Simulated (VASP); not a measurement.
Write the native input for VASP 6.6.1 that does the following.

| Item | Value |
| --- | --- |
| Task | single point |
| Functional | PBE |
| Potentials or basis | VASP PAW PBE potentials, release 64 (Cs_sv, Li_sv, Cr_pv, Te, S) |
| Cutoff | 520 eV |
| k mesh | 6 × 6 × 1 |
| Occupations | fermi-dirac, width 0.05 eV |
| Spin | collinear spin, ferromagnetic start |
| Starting moments | [0.0, 0.0, 3.0, 3.0, 0.0, 0.0, 0.0, 0.0, 0.0] μB |
| Dipole correction | no |
| Further INCAR settings | ALGO = Normal; EDIFF = 1e-07; NBANDS = 47 |

The structure of CsLiCr2Te2S3 lies in POSCAR:

```
CsLiCr2Te2S3
1.0
    3.5150548714      0.0000000000      0.0000000000
   -1.7575274357      3.0441268143      0.0000000000
    0.0000000000      0.0000000000     17.4354259714
Cs Li Cr Te S
1 1 2 2 3
Direct
    0.0000000000      0.0000000000      0.3906429748
    0.6666666667      0.3333333333      0.0096377391
    0.0000000000      0.0000000000      0.8524686096
    0.3333333333      0.6666666667      0.1711491954
    0.3333333333      0.6666666667      0.5651418571
    0.6666666667      0.3333333333      0.7503959929
    0.0000000000      0.0000000000      0.0963965352
    0.3333333333      0.6666666667      0.9209986729
    0.6666666667      0.3333333333      0.2431784231
```

One way to write it, as run:

INCAR

```
SYSTEM = CsLiCr2Te2S3
PREC = Accurate ; ENCUT = 520
EDIFF = 1E-7 ; ISMEAR = -1
SIGMA = 0.05 ; LREAL = .False.
LASPH = .True. ; NELM = 150
ALGO = Normal ; ISIF = 2
LWAVE = .False. ; LCHARG = .True.
ISPIN = 2 ; MAGMOM = 0 0 3 3 0 0 0 0 0
LORBIT = 11 ; LMAXMIX = 4
GGA = PE ; LELF = .True.
LVHAR = .True. ; NBANDS = 47
```

KPOINTS

```
regular mesh
0
Gamma
  6 6 1
  0 0 0
```

Potentials or basis: VASP PAW PBE potentials, release 64 (Cs_sv, Li_sv, Cr_pv, Te, S).

The run is started by

```console
$ cat potpaw_PBE.64/Cs_sv/POTCAR potpaw_PBE.64/Li_sv/POTCAR potpaw_PBE.64/Cr_pv/POTCAR potpaw_PBE.64/Te/POTCAR potpaw_PBE.64/S/POTCAR > POTCAR
$ mpirun -np 1 vasp_std > vasp.out
```

It gave:

```yaml
Largest_force: 0.016 eV/Å
Net_moment: 5.73 μB per cell
Site_moments: Cs +0.00; Li -0.00; Cr +2.71, +2.88; Te +0.07, -0.15; S -0.04, -0.07, -0.06 μB
Valence_electrons_inside_the_program's_atomic_spheres: Cs 6.64; Li 2.06; Cr 10.72, 10.66; Te 3.27, 3.40; S 3.78, 3.77 (each value once)
```

Caveat: the k points lie up to 0.36 Å⁻¹ apart; only a ferromagnetic start was run, and an antiferromagnetic order may lie lower in energy.

It took 8.9 min on 1 thread of AMD EPYC 7R13, with other jobs on the host, peak memory 0.44 GiB.
